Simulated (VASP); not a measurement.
Crystal: BeS.

```xyz
2
Lattice="0.0000 2.4343 2.4343 2.4087 0.0000 2.4343 2.4087 2.4343 0.0000" Properties=species:S:1:pos:R:3 pbc="T T T"
Be    0.0000    0.0000    0.0000
S     1.2044    1.2172    1.2172
```

This cell differs from its parent crystal: uniaxial x strain -1.1%.

Base run:

```yaml
Program: VASP 6.6.1
Functional: HSE06
Potentials_or_basis: VASP PAW PBE potentials, release 64 (Be, S)
Cutoff: 520 eV
k_mesh: 6 × 6 × 6
Occupations: gaussian, width 0.01 eV
Spin: no spin polarisation
```

Its results: band gap on the k mesh 3.96 eV (least direct gap 6.82 eV); pressure 0.0 GPa.

Q: The run is repeated on the same cell with these changes: functional from HSE06 to r2SCAN; k mesh from 6 × 6 × 6 to 10 × 10 × 10. What comes out?

A: Band gap on the k mesh 3.48 eV (least direct gap 6.21 eV); pressure 1.3 GPa.

Several settings changed at once.

Caveats: the PAW data sets were made with another functional, which shifts forces and pressure a little.

A k mesh can miss the band edges.
